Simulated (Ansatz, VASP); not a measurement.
**MgCd5Se6: VASP beside Ansatz**

```
CELL_PARAMETERS angstrom
4.03200 0.00000 0.00000
-2.01600 3.49181 0.00000
0.00000 0.00000 19.77708
ATOMIC_POSITIONS crystal
Mg 0.00000 0.00000 0.00000
Cd 0.33333 0.66667 0.83717
Cd 0.66667 0.33333 0.66871
Cd 0.00000 0.00000 0.50000
Cd 0.33333 0.66667 0.33129
Cd 0.66667 0.33333 0.16283
Se 0.66667 0.33333 0.92214
Se 0.00000 0.00000 0.75298
Se 0.33333 0.66667 0.58431
Se 0.66667 0.33333 0.41569
Se 0.00000 0.00000 0.24702
Se 0.33333 0.66667 0.07786
```

Alike in both runs: functional PBE; k mesh 6 × 6 × 1; occupations gaussian, width 0.1 eV; no spin polarisation.

Ansatz relaxed the structure, and its values are those at the end. VASP's run is a single point on that final structure, the one shown.

|  | VASP | Ansatz |
| --- | --- | --- |
| version | VASP 6.6.1 | Ansatz 0.2.0 |
| potentials or method | VASP PAW PBE potentials, release 64 (Mg, Cd, Se), cutoff 520 eV | scalar-relativistic, plane waves, PAW |
| valence electrons in the cell | 98 | 206 |

|  | VASP | Ansatz | Ansatz less VASP |
| --- | --- | --- | --- |
| gap on the k mesh at the Fermi level (eV) | none | none | - |
| pressure (GPa) | 0.2 | -0.1 | -0.27 |
| rms of the force components (eV/Å) | 0.009 | 0.001 | -0.0081 |

A gap of «none» marks a metal or a gap that the smearing closes. VASP's potentials hold 98 valence electrons a cell and Ansatz's 206, so a difference there can come from the potentials and not from the codes.
